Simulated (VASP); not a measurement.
CoSi: single point with PBE

CoSi:

```xyz
16
Lattice="0.0000 4.4308 4.4308 4.4308 0.0000 4.4308 4.4308 4.4308 0.0000" Properties=species:S:1:pos:R:3 pbc="T T T"
Co    0.6426    0.6426    0.6426
Co    1.5728    3.7882    2.8580
Co    2.8580    1.5728    3.7882
Co    3.7882    2.8580    1.5728
Co    5.0734    5.0734    5.0734
Co    6.0036    8.2190    7.2888
Co    7.2888    6.0036    8.2190
Co    8.2190    7.2888    6.0036
Si    3.7359    3.7359    3.7359
Si    2.9103    0.6949    1.5205
Si    1.5205    2.9103    0.6949
Si    0.6949    1.5205    2.9103
Si    8.1667    8.1667    8.1667
Si    7.3411    5.1257    5.9513
Si    5.9513    7.3411    5.1257
Si    5.1257    5.9513    7.3411
```

```json
{
  "Program": "VASP 6.6.1",
  "Task": "single point",
  "Functional": "PBE",
  "Potentials or basis": "VASP PAW PBE potentials, release 64 (Co, Si)",
  "Cutoff": "520 eV",
  "k mesh": "6 × 6 × 6",
  "Occupations": "gaussian, width 0.05 eV",
  "Spin": "collinear spin, ferromagnetic start",
  "Starting moments": "[1.5, 1.5, 1.5, 1.5, 1.5, 1.5, 1.5, 1.5, 0.0, 0.0, 0.0, 0.0, 0.0, 0.0, 0.0, 0.0] μB",
  "Dipole correction": "no",
  "Further INCAR settings": "LREAL = Auto; ALGO = Normal; EDIFF = 1e-06; NBANDS = 70"
}
```

```
Pressure                                              : -0.1 GPa
Band gap on the k mesh                                : zero (filled and empty bands overlap)
Net moment                                            : 0.00 μB per cell
Valence electrons inside the program's atomic spheres : Co 8.62; Si 1.61
```

Forces in eV/Å, atoms in the order of the input:
```
Co   0.001  0.001  0.001
Co  -0.001 -0.001  0.001
Co   0.001 -0.001 -0.001
Co  -0.001  0.001 -0.001
Co   0.001  0.001  0.001
Co  -0.001 -0.001  0.001
Co   0.001 -0.001 -0.001
Co  -0.001  0.001 -0.001
Si   0.001  0.001  0.001
Si  -0.001 -0.001  0.001
Si   0.001 -0.001 -0.001
Si  -0.001  0.001 -0.001
Si   0.001  0.001  0.001
Si  -0.001 -0.001  0.001
Si   0.001 -0.001 -0.001
Si  -0.001  0.001 -0.001
```

Levels at points of the mesh, in eV from the Fermi level:
Spin up:
```csv
k point,band 50,band 51,band 52,band 53,band 54,band 55
"(0.00, 0.00, 0.00)",-0.22,-0.22,-0.22,-0.01,-0.01,-0.01
"(0.50, 0.00, 0.00)",-0.51,-0.16,-0.16,0.48,0.48,1.51
"(0.50, 0.50, 0.00)",-0.48,-0.04,-0.04,0.58,0.58,1.00
```
Spin down:
| k point | band 48 | band 49 | band 50 | band 51 | band 52 | band 53 | band 54 | band 55 | band 56 | band 57 |
| --- | --- | --- | --- | --- | --- | --- | --- | --- | --- | --- |
| (0.00, 0.00, 0.00) | -0.78 | -0.22 | -0.22 | -0.22 | -0.22 | -0.01 | -0.01 | -0.01 | 2.49 | 2.49 |
| (0.50, 0.00, 0.00) | -0.79 | -0.52 | -0.52 | -0.16 | -0.16 | 0.48 | 0.48 | 1.51 | 1.51 | 1.74 |
| (0.50, 0.50, 0.00) | -0.65 | -0.48 | -0.48 | -0.04 | -0.04 | 0.58 | 0.58 | 1.00 | 1.00 | 1.49 |

Wall time 14 min on 1 thread of Intel(R) Xeon(R) 6975P-C (Granite Rapids), on a shared host, peak memory 0.56 GiB.

Caveat: the starting moments collapsed, and a magnetic state may lie lower.
